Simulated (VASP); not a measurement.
# Mg (Im-3m) in VASP: single point with LDA

Aim: the single point of Mg with LDA.

Program: VASP 6.6.1. These are calculated values, not measurements. Logs are shortened: lines on timing, memory, paths and dates and some standing lists are left out, and cuts for length are marked.

**1. The cell of the first run**

The structure is cubic, space group Im-3m (No. 229). Conventional cell: a = 3.546 Å, b = 3.546 Å, c = 3.546 Å, α = 90.00°, β = 90.00°, γ = 90.00°. Within 4.0 Å of Mg (site symmetry m-3m) lie 14 Mg at 3.07 to 3.55 Å.

This isn't the form of Mg at room conditions, which is hcp.

**2. Single point, LDA**

The input, INCAR:

```
SYSTEM = Mg
PREC = Accurate
ENCUT = 600
EDIFF = 1E-6
ISMEAR = 0
SIGMA = 0.1
LREAL = .False.
LASPH = .True.
NELM = 120
ALGO = Normal
ISIF = 2
LWAVE = .False.
LCHARG = .False.
NBANDS = 7
GGA_COMPAT = .False.
```

The input, KPOINTS:

```
Automatic mesh
0
Gamma
  8 8 8
  0 0 0
```

The input, POSCAR:

```
Mg
1.0
   -1.7727644967      1.7727644967      1.7727644967
    1.7727644967     -1.7727644967      1.7727644967
    1.7727644967      1.7727644967     -1.7727644967
Mg
1
Direct
    0.0000000000      0.0000000000      0.0000000000
```

Potentials or basis: VASP PAW LDA potentials, release 64 (Mg).

Started as:

```console
$ cat potpaw_LDA.64/Mg/POTCAR > POTCAR
$ mpirun -np 1 vasp_std > vasp.out
```

OUTCAR:

```text
SYSTEM = Mg
   PREC = Accurate
   ENCUT = 600
   EDIFF = 1E-6
   ISMEAR = 0
   LREAL = .False.
   LASPH = .True.
   NELM = 120
   ISIF = 2

 ion  position               nearest neighbor table
   1  0.000  0.000  0.000-

  LATTYP: Found a body centered cubic cell.
 ALAT       =     3.5455289934

  Lattice vectors:

 A1 = (  -1.7727644967,   1.7727644967,   1.7727644967)
 A2 = (   1.7727644967,  -1.7727644967,   1.7727644967)
 A3 = (   1.7727644967,   1.7727644967,  -1.7727644967)

Analysis of symmetry for initial positions (statically):
=====================================================================
 Subroutine PRICEL returns:
 Original cell was already a primitive cell.

 Routine SETGRP: Setting up the symmetry group for a
 body centered cubic supercell.

 Subroutine GETGRP returns: Found 48 space group operations
 (whereof 48 operations were pure point group operations)
 out of a pool of 48 trial point group operations.

The static configuration has the point symmetry O_h .

Analysis of symmetry for dynamics (positions and initial velocities):
=====================================================================
 Subroutine PRICEL returns:
 Original cell was already a primitive cell.

 Routine SETGRP: Setting up the symmetry group for a
 body centered cubic supercell.

 Subroutine GETGRP returns: Found 48 space group operations
 (whereof 48 operations were pure point group operations)
 out of a pool of 48 trial point group operations.

The dynamic configuration has the point symmetry O_h .

 Subroutine INISYM returns: Found 48 space group operations
 (whereof 48 operations are pure point group operations),
 and found     1 'primitive' translations

----------------------------------------------------------------------------------------

                                     Primitive cell

  volume of cell :      22.2850

  direct lattice vectors                    reciprocal lattice vectors
    -1.772764497  1.772764497  1.772764497     0.000000000  0.282045360  0.282045360
     1.772764497 -1.772764497  1.772764497     0.282045360  0.000000000  0.282045360
     1.772764497  1.772764497 -1.772764497     0.282045360  0.282045360  0.000000000

  length of vectors
     3.070518178  3.070518178  3.070518178     0.398872373  0.398872373  0.398872373

  position of ions in fractional coordinates (direct lattice)
     0.000000000  0.000000000  0.000000000

  ion indices of the primitive-cell ions
   primitive index   ion index
[... 69 lines left out ...]
   LSORBIT =      F    spin-orbit coupling
   LASPH  =      T    aspherical Exc in radial PAW
   ENCUT  =  600.0 eV  44.10 Ry    6.64 a.u.   6.13  6.13  6.13*2*pi/ulx,y,z
   NELM   =    120;   NELMIN=  2; NELMDL= -5     # of ELM steps
   EDIFF  = 0.1E-05   stopping-criterion for ELM
   LREAL  =      F    real-space projection
   EDIFFG = 0.1E-04   stopping-criterion for IOM
   NSW    =      0    number of steps for IOM
   IBRION =     -1    ionic relax: 0-MD 1-quasi-New 2-CG
   NFREE  =      0    steps in history (QN), initial steepest desc. (CG)
   ISIF   =      2    stress and relaxation
   ISYM   =      2    0-nonsym 1-usesym 2-fastsym
   POTIM  = 0.5000    time-step for ionic-motion
   TEBEG  =    0.0;   TEEND  =   0.0 temperature during run
   PSTRESS=    0.0 pullay stress
   NELECT =       2.0000    total number of electrons
   NUPDOWN=      -1.0000    fix difference up-down
   EMIN   =  10.00;   EMAX   =-10.00  energy-range for DOS
   EFERMI =   0.00;   METHOD = LEGACY
   ISMEAR =     0;   SIGMA  =   0.10  broadening in eV -4-tet -1-fermi 0-gaus
   EFERMI_NEDOS =   21; number of points for ismear=-14 and -15
   IALGO  =     38    algorithm
   IMIX   =      4    mixing-type and parameters
     AMIX     =   0.40;   BMIX     =  1.00
     AMIX_MAG =   1.60;   BMIX_MAG =  1.00
  volume/ion in A,a.u.               =      22.29       150.39
  Fermi-wavevector in a.u.,A,eV,Ry     =   0.732960  1.385094  7.309469  0.537231
  Thomas-Fermi vector in A             =   1.825552
   LORBIT       =      0    0 simple, 1 ext, 2 COOP (PROOUT), +10 PAW based schemes
   GGA     = CA    functional components
   LHFCALC =     F    Hartree Fock is set to
   AEXX    =    0.0000 exact exchange contribution
   IVDW    =     0    specifies the selected vdW correction
   LEPSILON=     F    determine dielectric tensor
   LRPA    =     F    only Hartree local field effects (RPA)
 non-spin polarized calculation
 Gauss-broadening in eV      SIGMA  =   0.10
  energy-cutoff  :      600.00
  volume of cell :       22.29
 maximum number of plane-waves:       767
 NGX is ok and might be reduce to    28
   NGX = 13   NGY = 13   NGZ = 13

 number of electron       2.0000000 magnetization

 Free energy of the ion-electron system (eV)
  ---------------------------------------------------
  ext. energy  EPLUGINS =         0.00000000
  ---------------------------------------------------
  free energy    TOTEN  =        -1.77007173 eV

  energy without entropy =       -1.76755877  energy(sigma->0) =       -1.76881525

 E-fermi :   2.5242     XC(G=0):  -8.7804

 val. band max:        2.5066380805   @ k =   0.5000   0.5000   0.2500
 cond. band min:       2.7388164908   @ k =   0.3750   0.2500   0.0000
 fundamental gap:      0.2321784104
 Fermi energy:         2.5242485771

 k-point     1 :       0.0000    0.0000    0.0000
  band No.  band energies     occupation
      1      -4.4201      2.00000
      2      15.7660      0.00000
      3      15.7660      0.00000
      4      15.7660      0.00000
      5      17.8608      0.00000
      6      17.8620      0.00000
      7      17.8889      0.00000
[... 221 lines left out ...]
 k-point    24 :      -0.3750    0.3750    0.2500
  band No.  band energies     occupation
      1       0.3284      2.00000
      2       5.9096      0.00000
      3       8.1364      0.00000
      4       9.4826      0.00000
      5      12.0300      0.00000
      6      16.9745      0.00000
      7      18.5537      0.00000

 [... further k-points ...]
[... 5 lines left out ...]
  --------------------------------------------------------------------------------------
  -------------------------------------------------------------------------------------
  Total       -0.2307630     -0.2307630     -0.2307630      0.0000000      0.0000000      0.0000000
  in kB      -16.5906576    -16.5906576    -16.5906576      0.0000000      0.0000000      0.0000000
  external PRESSURE =     -16.5906576 kB  Pullay stress =       0.0000000 kB

 VOLUME and BASIS-vectors are now :
 -----------------------------------------------------------------------------
  energy-cutoff  :      600.00
  volume of cell :       22.29
      direct lattice vectors                 reciprocal lattice vectors
    -1.772764497  1.772764497  1.772764497     0.000000000  0.282045360  0.282045360
     1.772764497 -1.772764497  1.772764497     0.282045360  0.000000000  0.282045360
     1.772764497  1.772764497 -1.772764497     0.282045360  0.282045360  0.000000000

 POSITION                                       TOTAL-FORCE (eV/Angst)
 -----------------------------------------------------------------------------------
      0.00000      0.00000      0.00000         0.000000      0.000000      0.000000
 -----------------------------------------------------------------------------------
    total drift:                               -0.000000      0.000000      0.000000

  FREE ENERGIE OF THE ION-ELECTRON SYSTEM (eV)
  ---------------------------------------------------
  free  energy   TOTEN  =        -1.7700717250 eV

  energy  without entropy=       -1.7675587690  energy(sigma->0) =       -1.76881525
```

OSZICAR:

```text
N       E                     dE             d eps       ncg     rms          rms(c)
DAV:   1    -0.107405328835E+01   -0.10741E+01   -0.79028E+02   434   0.219E+02
DAV:   2    -0.177978254067E+01   -0.70573E+00   -0.66991E+00   532   0.119E+01
DAV:   3    -0.178229300156E+01   -0.25105E-02   -0.25099E-02   574   0.818E-01
DAV:   4    -0.178229660211E+01   -0.36005E-05   -0.36007E-05   546   0.241E-02
DAV:   5    -0.178229660470E+01   -0.25962E-08   -0.24758E-08   588   0.653E-04    0.675E-01
DAV:   6    -0.177545689681E+01    0.68397E-02   -0.40076E-04   434   0.984E-02    0.428E-01
DAV:   7    -0.177007456973E+01    0.53823E-02   -0.14706E-03   413   0.182E-01    0.226E-02
DAV:   8    -0.177007221947E+01    0.23503E-05   -0.79989E-06   623   0.149E-02    0.535E-03
DAV:   9    -0.177007172501E+01    0.49446E-06   -0.33326E-07   434   0.238E-03
   1 F= -.17700717E+01 E0= -.17688152E+01  d E =-.251296E-02
```

Run time: 12 s. Hardware: 1 thread of Intel Xeon 8259CL, shared host; peak memory 0.14 GiB.

Results:

```
Free energy            : -1.7701 eV
Pressure               : -1.7 GPa
Band gap on the k mesh : zero (bands 1 and 2 overlap by 4.84 eV)
```
